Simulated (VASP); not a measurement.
Wanted: the native input for a VASP 6.6.1 run.

```
Task                   : single point
Functional             : PBE
Potentials or basis    : VASP PAW PBE potentials, release 64 (B, N)
Cutoff                 : 520 eV
k mesh                 : 12 × 12 × 12
Occupations            : gaussian, width 0.05 eV
Spin                   : no spin polarisation
Dipole correction      : no
Further INCAR settings : ALGO = Normal; EDIFF = 1e-07; NBANDS = 11
```

The structure of BN lies in POSCAR:

```
BN
1.0
   -0.0679647668      1.8758275630      1.8123937807
    1.8123937807     -0.0679647668      1.8123937807
    1.7444290139      1.8078627962      0.0000000000
B N
1 1
Direct
    0.0000000000      0.0000000000      0.0000000000
    0.7500000000      0.7500000000      0.7500000000
```

This cell differs from its parent crystal: engineering shear strain xz -0.0750, normal strain along z +0.0350.

These files were run (other wordings do the same):

INCAR

```
SYSTEM = BN
PREC = Accurate
ENCUT = 520
EDIFF = 1E-7
ISMEAR = 0
SIGMA = 0.05
LREAL = .False.
LASPH = .True.
NELM = 100
ALGO = Normal
ISIF = 2
LWAVE = .False.
LCHARG = .False.
GGA = PE
NBANDS = 11
```

KPOINTS

```
regular mesh
0
Gamma
  12 12 12
  0 0 0
```

Potentials or basis: VASP PAW PBE potentials, release 64 (B, N).

Run with:

```sh
$ cat potpaw_PBE.64/B/POTCAR potpaw_PBE.64/N/POTCAR > POTCAR
$ mpirun -np 1 vasp_std > vasp.out
```

Results of the run:

```json
{"Pressure": "-9.6 GPa", "Band gap on the k mesh": "3.79 eV, indirect (least direct gap 7.44 eV)"}
```

Caveat: the cell differs from its parent crystal (engineering shear strain xz -0.0750, normal strain along z +0.0350).

It took 110 s on 1 thread of AMD EPYC 7R13, on a shared host, peak memory 0.14 GiB.
